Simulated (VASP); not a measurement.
# Al: single point with PBE+D3(BJ)

The system is Al.

```
Al
1.0
     2.81246    0.00000    0.00000
    -1.40623    2.43566    0.00000
     0.00000    0.00000    4.86685
Al
2
Cartesian
  1.1062 1.1119 3.6501
  0.0000 1.6238 1.2167
```

This cell differs from its parent crystal: atom 1 (Al) moved by (-0.300, +0.300) A along x and y.

```yaml
Program: VASP 6.6.1
Task: single point
Functional: PBE
Dispersion: D3(BJ)
Potentials_or_basis: VASP PAW PBE potentials, release 64 (Al)
Cutoff: 520 eV
k_mesh: 18 × 18 × 10
Occupations: gaussian, width 0.15 eV
Spin: no spin polarisation
```

| Quantity | Value |
| --- | --- |
| Pressure | -1.8 GPa |
| Largest force | 0.406 eV/Å |
| Band gap on the k mesh | zero (bands 3 and 4 overlap by 6.78 eV) |
| Dispersion energy per atom | -0.333 eV |

Forces on the atoms (eV/Å):
```
Al   0.354 -0.199  0.000
Al  -0.354  0.199  0.000
```

Stress tensor (GPa, compression positive):
```
-2.22 -0.04  0.00
-0.04 -2.15  0.00
 0.00  0.00 -1.06
```

Levels at points of the mesh, in eV from the Fermi level:
| k point | band 1 | band 2 | band 3 | band 4 | band 5 | band 6 | band 7 |
| --- | --- | --- | --- | --- | --- | --- | --- |
| (0.00, 0.00, 0.00) | -11.02 | -5.02 | -4.80 | 10.42 | 11.57 | 11.63 | 11.96 |
| (0.50, 0.00, 0.00) | -5.00 | -4.86 | 0.48 | 0.54 | 1.48 | 1.65 | 6.41 |
| (0.00, 0.50, 0.00) | -5.01 | -4.84 | 0.35 | 0.39 | 1.58 | 1.85 | 6.33 |
| (0.50, 0.50, 0.00) | -4.95 | -4.93 | 0.91 | 1.02 | 1.09 | 1.14 | 6.32 |
| (0.00, 0.00, 0.50) | -9.47 | -9.47 | 2.40 | 2.40 | 12.54 | 12.54 | 12.64 |
| (0.50, 0.00, 0.50) | -3.74 | -3.74 | -3.08 | -3.08 | 7.10 | 7.10 | 7.68 |
| (0.00, 0.50, 0.50) | -3.68 | -3.68 | -3.16 | -3.16 | 7.16 | 7.16 | 7.83 |
| (0.50, 0.50, 0.50) | -3.81 | -3.81 | -2.97 | -2.97 | 7.01 | 7.01 | 7.61 |

It took 93 s on 1 thread of Intel(R) Xeon(R) Platinum 8559C (Emerald Rapids) (shared host), peak memory 0.36 GiB.

Caveat: the cell differs from its parent crystal (atom 1 (Al) moved by (-0.300, +0.300) A along x and y).
